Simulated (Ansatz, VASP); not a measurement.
EuS: VASP beside Ansatz

File INCAR:

```
PREC = Accurate
ENCUT = 600
EDIFF = 1E-7
ISMEAR = -1
SIGMA = 0.1
LREAL = F
LASPH = T
NELM = 200
ALGO = Normal
ISIF = 3
LWAVE = F
LCHARG = F
ISPIN = 2
MAGMOM = 9.1 0
LORBIT = 11
LMAXMIX = 6
GGA = PE
IVDW = 12
IBRION = 2
NSW = 80
EDIFFG = -0.01
GGA_COMPAT = F
NELMIN = 4
```

The input KPOINTS:

```
Automatic mesh
0
Gamma
  9 9 9
```

Contents of POSCAR:

```
EuS
1.0
    0.0000000000      2.9785000000      2.9785000000
    2.9785000000      0.0000000000      2.9785000000
    2.9785000000      2.9785000000      0.0000000000
Eu S
1 1
Direct
    0.0000000000      0.0000000000      0.0000000000
    0.5000000000      0.5000000000      0.5000000000
```

Input for Ansatz:

```yaml
crystal:
  lattice:
    - [0.0, 2.9785, 2.9785]
    - [2.9785, 0.0, 2.9785]
    - [2.9785, 2.9785, 0.0]
  atoms:
    - { symbol: Eu, position: [0.0, 0.0, 0.0] }
    - { symbol: S, position: [0.5, 0.5, 0.5] }
basis:
  ecutwfc: 571.4391111657479
kpoints:
  mp_grid:
    grid: [9, 9, 9]
hamiltonian:
  xc: pbe
  dispersion: d3bj
magnetization:
  spin_polarized: true
  per_species:
    Eu: 9.1
scf:
  convergence:
    dr2_threshold: 1.0e-09
  occupations:
    method: fermi_dirac
relax:
  f_tol: 0.01
  cell: {}
```

Alike in both runs: task relaxation of cell and atoms; functional PBE; dispersion D3(BJ); k mesh 9 × 9 × 9; collinear spin.

|  | VASP | Ansatz |
| --- | --- | --- |
| version | VASP 6.6.1 | Ansatz 0.2.0 |
| potentials or method | VASP PAW PBE potentials, release 64 (Eu, S), cutoff 600 eV | plane waves, PAW |
| occupations | fermi-dirac, width 0.1 eV | fermi-dirac |
| valence electrons in the cell | 23 | 23 |

VASP gave:

- net moment per atom (μB): 3.45
- size of the moment on the site where the two differ most (μB): 6.53
- relaxed volume (Å³/atom): 23.78
- relaxed cell length with the largest relative difference (Å): 4.067

**Question.** Which values does Ansatz return?

**Answer.** net moment per atom (μB): 3.46; size of the moment on the site where the two differ most (μB): 6.67; relaxed volume (Å³/atom): 23.89; relaxed cell length with the largest relative difference (Å): 4.073.

Site moments also hang on the region over which each program counts them. Ansatz's warnings: given moment on shells, stress scf threshold loose.

Neither program's run includes spin-orbit coupling.
